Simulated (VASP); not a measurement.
# Be in VASP: notebook, part 2 of 2

VASP 6.6.1. Earlier steps stand in the parts before.

### Step 3. Single point, PBEsol (7.53 Å³/atom)

This run uses another cell than the first one, of 7.53 Å³/atom.

File INCAR:

```
PREC = Accurate
ENCUT = 520
EDIFF = 1E-7
ISMEAR = -1
SIGMA = 0.05
LREAL = False
LASPH = True
NELM = 100
ALGO = Normal
ISIF = 2
LWAVE = False
LCHARG = True
GGA = PS
LELF = True
LVHAR = True
NBANDS = 12
```

File KPOINTS:

```
regular mesh
0
Gamma
  9 9 14
```

File POSCAR:

```
Be
1.0
    3.6703269463      0.0000000000      0.0000000000
    0.0000000000      3.6703269463      0.0000000000
    0.0000000000      0.0000000000      2.2347101981
Be
4
Direct
    0.2974080000      0.2974080000      0.0000000000
    0.7025920000      0.7025920000      0.0000000000
    0.2025920000      0.7974080000      0.5000000000
    0.7974080000      0.2025920000      0.5000000000
```

Potentials or basis: VASP PAW PBE potentials, release 64 (Be).

Run with:

```
cat potpaw_PBE.64/Be/POTCAR > POTCAR
mpirun -np 1 vasp_std > vasp.out
```

OUTCAR:

```text
PREC = Accurate
   ENCUT = 520
   EDIFF = 1E-7
   ISMEAR = -1
   LREAL = False
   LASPH = True
   NELM = 100
   ISIF = 2
   GGA = PS

 ion  position               nearest neighbor table
   1  0.297  0.297  0.000-   2 2.10   3 2.18   4 2.18   3 2.18   4 2.18   3 2.18   3 2.18   4 2.18
                             4 2.18
   2  0.703  0.703  0.000-   1 2.10   3 2.18   4 2.18   3 2.18   4 2.18   4 2.18   4 2.18   3 2.18
                             3 2.18
   3  0.203  0.797  0.500-   4 2.10   2 2.18   1 2.18   1 2.18   2 2.18   1 2.18   1 2.18   2 2.18
                             2 2.18
   4  0.797  0.203  0.500-   3 2.10   2 2.18   1 2.18   1 2.18   2 2.18   2 2.18   2 2.18   1 2.18
                             1 2.18

  LATTYP: Found a simple tetragonal cell.
 ALAT       =     3.6703269463
 C/A-ratio  =     0.6088586196

  Lattice vectors:

 A1 = (   3.6703269463,   0.0000000000,   0.0000000000)
 A2 = (   0.0000000000,   3.6703269463,   0.0000000000)
 A3 = (   0.0000000000,   0.0000000000,   2.2347101981)

Analysis of symmetry for initial positions (statically):
=====================================================================
 Subroutine PRICEL returns:
 Original cell was already a primitive cell.

 Routine SETGRP: Setting up the symmetry group for a
 simple tetragonal supercell.

 Subroutine GETGRP returns: Found 16 space group operations
 (whereof  8 operations were pure point group operations)
 out of a pool of 16 trial point group operations.

The static configuration has the point symmetry D_2h.
 The point group associated with its full space group is D_4h.

Analysis of symmetry for dynamics (positions and initial velocities):
=====================================================================
 Subroutine PRICEL returns:
 Original cell was already a primitive cell.

 Routine SETGRP: Setting up the symmetry group for a
 simple tetragonal supercell.

 Subroutine GETGRP returns: Found 16 space group operations
 (whereof  8 operations were pure point group operations)
 out of a pool of 16 trial point group operations.

The dynamic configuration has the point symmetry D_2h.
 The point group associated with its full space group is D_4h.

 Subroutine INISYM returns: Found 16 space group operations
 (whereof  8 operations are pure point group operations),
 and found     1 'primitive' translations

----------------------------------------------------------------------------------------

                                     Primitive cell

  volume of cell :      30.1045

  direct lattice vectors                    reciprocal lattice vectors
     3.670326946  0.000000000  0.000000000     0.272455292  0.000000000  0.000000000
     0.000000000  3.670326946  0.000000000     0.000000000  0.272455292  0.000000000
     0.000000000  0.000000000  2.234710198     0.000000000  0.000000000  0.447485316

  length of vectors
     3.670326946  3.670326946  2.234710198     0.272455292  0.272455292  0.447485316

  position of ions in fractional coordinates (direct lattice)
     0.297408000  0.297408000  0.000000000
     0.702592000  0.702592000  0.000000000
     0.202592000  0.797408000  0.500000000
     0.797408000  0.202592000  0.500000000

  ion indices of the primitive-cell ions
   primitive index   ion index
                 1           1
                 2           2
                 3           3
[... 57 lines left out ...]
   total plane-waves  NPLWV =  14112
   dimension x,y,z NGX =    28 NGY =   28 NGZ =   18
   dimension x,y,z NGXF=    56 NGYF=   56 NGZF=   36
   ions per type =               4
   NGX,Y,Z   is equivalent  to a cutoff of  12.68, 12.68, 13.39 a.u.
   NGXF,Y,Z  is equivalent  to a cutoff of  25.36, 25.36, 26.78 a.u.
 SYSTEM =  unknown system
   PREC   = accura    normal or accurate (medium, high low for compatibility)
   ISTART =      0    job   : 0-new  1-cont  2-samecut
   ICHARG =      2    charge: 1-file 2-atom 10-const
   ISPIN  =      1    spin polarized calculation?
   LNONCOLLINEAR =      F non collinear calculations
   LSORBIT =      F    spin-orbit coupling
   LASPH  =      T    aspherical Exc in radial PAW
   ENCUT  =  520.0 eV  38.22 Ry    6.18 a.u.   6.82  6.82  4.16*2*pi/ulx,y,z
   NELM   =    100;   NELMIN=  2; NELMDL= -5     # of ELM steps
   EDIFF  = 0.1E-06   stopping-criterion for ELM
   LREAL  =      F    real-space projection
   EDIFFG = 0.1E-05   stopping-criterion for IOM
   NSW    =      0    number of steps for IOM
   IBRION =     -1    ionic relax: 0-MD 1-quasi-New 2-CG
   NFREE  =      0    steps in history (QN), initial steepest desc. (CG)
   ISIF   =      2    stress and relaxation
   ISYM   =      2    0-nonsym 1-usesym 2-fastsym
   POTIM  = 0.5000    time-step for ionic-motion
   TEBEG  =    0.0;   TEEND  =   0.0 temperature during run
   PSTRESS=    0.0 pullay stress
   NELECT =       8.0000    total number of electrons
   NUPDOWN=      -1.0000    fix difference up-down
   EMIN   =  10.00;   EMAX   =-10.00  energy-range for DOS
   EFERMI =   0.00;   METHOD = LEGACY
   ISMEAR =    -1;   SIGMA  =   0.05  broadening in eV -4-tet -1-fermi 0-gaus
   EFERMI_NEDOS =   21; number of points for ismear=-14 and -15
   IALGO  =     38    algorithm
   IMIX   =      4    mixing-type and parameters
     AMIX     =   0.40;   BMIX     =  1.00
     AMIX_MAG =   1.60;   BMIX_MAG =  1.00
  volume/ion in A,a.u.               =       7.53        50.79
  Fermi-wavevector in a.u.,A,eV,Ry     =   1.052514  1.988963 15.072343  1.107786
  Thomas-Fermi vector in A             =   2.187600
   LORBIT       =      0    0 simple, 1 ext, 2 COOP (PROOUT), +10 PAW based schemes
   GGA     = PS    functional components
   LHFCALC =     F    Hartree Fock is set to
   AEXX    =    0.0000 exact exchange contribution
   IVDW    =     0    specifies the selected vdW correction
   LEPSILON=     F    determine dielectric tensor
   LRPA    =     F    only Hartree local field effects (RPA)
 non-spin polarized calculation
  energy-cutoff  :      520.00
  volume of cell :       30.10
 maximum number of plane-waves:       832
 NGX is ok and might be reduce to    28
   NGX = 13   NGY = 13   NGZ =  9

 number of electron       8.0000000 magnetization

 Free energy of the ion-electron system (eV)
  ---------------------------------------------------
  ext. energy  EPLUGINS =         0.00000000
  ---------------------------------------------------
  free energy    TOTEN  =       -15.73753265 eV

  energy without entropy =      -15.73339245  energy(sigma->0) =      -15.73546255

 E-fermi :   7.2927     XC(G=0): -10.7692

 val. band max:        7.2898495401   @ k =   0.2222   0.0000   0.2857
 cond. band min:       7.3072374591   @ k =   0.2222   0.0000   0.2857
 fundamental gap:      0.0173879190
 Fermi energy:         7.2927473625

 k-point     1 :       0.0000    0.0000    0.0000
  band No.  band energies     occupation
      1      -4.1883      2.00000
      2       2.0840      2.00000
      3       2.6448      2.00000
      4       6.3551      2.00000
      5       6.3551      2.00000
      6      12.4143      0.00000
      7      12.4143      0.00000
      8      14.9271      0.00000
      9      16.9344      0.00000
     10      18.3605      0.00000
     11      24.1869      0.00000
     12      24.1869      0.00000
[... 331 lines left out ...]
 k-point    24 :       0.4444    0.1111    0.0714
  band No.  band energies     occupation
      1      -2.3870      2.00000
      2      -1.4978      2.00000
      3       3.5700      2.00000
      4       4.4482      2.00000
      5       9.5800      0.00000
      6      10.0325      0.00000
      7      15.5931      0.00000
      8      17.9302      0.00000
      9      18.1821      0.00000
     10      19.1238      0.00000
     11      22.9556      0.00000
     12      24.2609      0.00000

 [... further k-points ...]

------------------------ aborting loop because EDIFF is reached ----------------------------------------

  FORCE on cell =-STRESS in cart. coord.  units (eV):
  Direction    XX          YY          ZZ          XY          YZ          ZX
  --------------------------------------------------------------------------------------
  -------------------------------------------------------------------------------------
  Total        1.4062325      1.4062325      1.3277343      0.0000000      0.0000000      0.0000000
  in kB       74.8405560     74.8405560     70.6628340      0.0000000      0.0000000      0.0000000
  external PRESSURE =      73.4479820 kB  Pullay stress =       0.0000000 kB

 VOLUME and BASIS-vectors are now :
 -----------------------------------------------------------------------------
  energy-cutoff  :      520.00
  volume of cell :       30.10
      direct lattice vectors                 reciprocal lattice vectors
     3.670326946  0.000000000  0.000000000     0.272455292  0.000000000  0.000000000
     0.000000000  3.670326946  0.000000000     0.000000000  0.272455292  0.000000000
     0.000000000  0.000000000  2.234710198     0.000000000  0.000000000  0.447485316

 POSITION                                       TOTAL-FORCE (eV/Angst)
 -----------------------------------------------------------------------------------
      1.09158      1.09158      0.00000        -0.029166     -0.029166      0.000000
      2.57874      2.57874      0.00000         0.029166      0.029166     -0.000000
      0.74358      2.92675      1.11736         0.029166     -0.029166      0.000000
      2.92675      0.74358      1.11736        -0.029166      0.029166     -0.000000
 -----------------------------------------------------------------------------------
    total drift:                               -0.000000      0.000000      0.000000

  FREE ENERGIE OF THE ION-ELECTRON SYSTEM (eV)
  ---------------------------------------------------
  free  energy   TOTEN  =       -15.7375326526 eV

  energy  without entropy=      -15.7333924545  energy(sigma->0) =      -15.73546255
```

OSZICAR:

```text
N       E                     dE             d eps       ncg     rms          rms(c)
DAV:   1     0.764532613778E+00    0.76453E+00   -0.34257E+03  2880   0.564E+02
DAV:   2    -0.154356503234E+02   -0.16200E+02   -0.15472E+02  3780   0.104E+02
DAV:   3    -0.158220934894E+02   -0.38644E+00   -0.38386E+00  4032   0.112E+01
DAV:   4    -0.158231515430E+02   -0.10581E-02   -0.10578E-02  3436   0.657E-01
DAV:   5    -0.158231542594E+02   -0.27164E-05   -0.27161E-05  3840   0.307E-02    0.189E+00
DAV:   6    -0.157617137101E+02    0.61441E-01   -0.14400E-02  3384   0.958E-01    0.114E+00
DAV:   7    -0.157375681749E+02    0.24146E-01   -0.20421E-02  3424   0.970E-01    0.882E-02
DAV:   8    -0.157375329065E+02    0.35268E-04   -0.67950E-04  3616   0.154E-01    0.148E-02
DAV:   9    -0.157375321867E+02    0.71984E-06   -0.28036E-06  4216   0.121E-02    0.449E-03
DAV:  10    -0.157375325881E+02   -0.40140E-06   -0.93702E-08  3264   0.175E-03    0.689E-04
DAV:  11    -0.157375326526E+02   -0.64516E-07   -0.75453E-09  2348   0.519E-04
   1 F= -.15737533E+02 E0= -.15735463E+02  d E =-.414020E-02
```

stdout:

```text
POSCAR found type information on POSCAR Be
 POSCAR found :  1 types and       4 ions
 scaLAPACK will be used
 -----------------------------------------------------------------------------
|                                                                             |
|                                                                             |
|     You enforced a specific xc type in the INCAR file but a different       |
|     I HOPE YOU KNOW WHAT YOU ARE DOING!                                     |
|                                                                             |
 -----------------------------------------------------------------------------

 LDA part: xc-table for (Slater+PW92), standard interpolation
 POSCAR, INCAR and KPOINTS ok, starting setup
 FFT: planning ... GRIDC
 FFT: planning ... GRID_SOFT
 FFT: planning ... GRID
 WAVECAR not read
 entering main loop
```

It took 32 s on 1 thread of Intel Xeon 8259CL, shared host; peak memory 0.16 GiB.

What came out:

| Item | Value |
| --- | --- |
| Free energy | -15.7375 eV |
| Pressure | 7.3 GPa |
| Largest force | 0.041 eV/Å |
| Band gap on the k mesh | zero (bands 4 and 5 overlap by 1.97 eV) |

Forces in eV/Å, atoms in the order of the input:
```
Be  -0.029 -0.029  0.000
Be   0.029  0.029  0.000
Be   0.029 -0.029  0.000
Be  -0.029  0.029  0.000
```

Caveat: the cell stands under pressure; the PAW data sets were made with another functional, which shifts forces and pressure a little.
